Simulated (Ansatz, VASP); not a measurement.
# Two plane-wave programs on BAs

```
CELL_PARAMETERS angstrom
1.62461 0.93797 2.70109
-1.62461 0.93797 2.70109
0.00000 -1.87594 2.70109
ATOMIC_POSITIONS crystal
B 0.50000 0.50000 0.50000
As 0.00000 0.00000 0.00000
```

Change from the starting cell: species swapped into the CuAu type (R-3m, No. 166).

Alike in both runs: functional PBE; k mesh 8 × 8 × 8; occupations gaussian, width 0.2 eV; no spin polarisation.

Ansatz relaxed the structure, and its values are those at the end. VASP's run is a single point on that final structure, the one shown.

```csv
,VASP,Ansatz
version,VASP 6.6.1,Ansatz 0.2.0
potentials or method,"VASP PAW PBE potentials, release 64 (B, As), cutoff 500 eV","scalar-relativistic, plane waves, PAW"
valence electrons in the cell,8,18
```

Ansatz gave:

```
gap on the k mesh at the Fermi level (eV) : none
pressure (GPa)                            : 0.1
```

Question: What did VASP give for the same quantities?

Answer: gap on the k mesh at the Fermi level (eV): none; pressure (GPa): 0.4.

A gap of «none» marks a metal or a gap that the smearing closes. The functional is the same, so the differences come from potentials, cutoffs and numerics. VASP's potentials hold 8 valence electrons a cell and Ansatz's 18, so a difference there can come from the potentials and not from the codes.
